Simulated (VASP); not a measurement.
# Zn: single point with PBE

Zn:

```xyz
4
Lattice="1.5576 -4.9411 0.0000 1.5576 4.9411 0.0000 0.0000 0.0000 4.1223" Properties=species:S:1:pos:R:3 pbc="T T T"
Zn    1.5576    3.9727    3.7513
Zn    1.5576   -0.9685    2.4322
Zn    1.5576   -3.9727    0.3710
Zn    1.5576    0.9685    1.6902
```

```json
{
 "Program": "VASP 6.6.1",
 "Task": "single point",
 "Functional": "PBE",
 "Potentials or basis": "VASP PAW PBE potentials, release 64 (Zn)",
 "Cutoff": "520 eV",
 "k mesh": "6 × 6 × 4",
 "Occupations": "gaussian, width 0.1 eV",
 "Spin": "no spin polarisation"
}
```

* Pressure: 45.8 GPa
* Largest force: 6.412 eV/Å
* Band gap on the k mesh: zero (band 24 reaches 4.49 eV, above the bottom of band 25 at 2.31 eV)

Forces on the atoms (eV/Å):
```
Zn   0.000 -4.385  4.677
Zn   0.000 -4.385 -4.677
Zn   0.000  4.385 -4.677
Zn   0.000  4.385  4.677
```

Stress tensor (GPa, compression positive):
```
56.17  0.00  0.00
 0.00 37.79  0.00
 0.00  0.00 43.36
```

Levels at points of the mesh, in eV from the Fermi level:
```
           k point  band 21  band 22  band 23  band 24  band 25  band 26  band 27  band 28
(0.00, 0.00, 0.00)    -6.90    -3.70    -2.93    -0.15    -0.02     4.87     4.95     6.12
(0.50, 0.00, 0.00)    -5.46    -5.46    -1.77    -1.77     2.44     2.44     3.85     3.85
(0.50, 0.50, 0.00)    -6.90    -6.66    -0.13     0.42     1.39     2.65     4.14     4.47
(0.00, 0.00, 0.50)    -6.88    -6.88    -1.22    -1.22     0.41     0.41     7.14     7.14
(0.50, 0.00, 0.50)    -3.68    -3.68    -3.12    -3.12     0.45     0.45     1.32     1.32
(0.50, 0.50, 0.50)    -6.44    -6.44    -4.25    -4.25     5.97     5.97     6.74     6.74
```

Run time: 120 s on 1 thread of Intel(R) Xeon(R) Platinum 8259CL CPU @ 2.50GHz (Skylake/Cascade Lake), with other jobs on the host, peak memory 0.23 GiB.

Caveat: the k points lie up to 0.38 Å⁻¹ apart; forces of over 1 eV/Å act on the atoms, so gaps and moduli don't describe the material at rest.
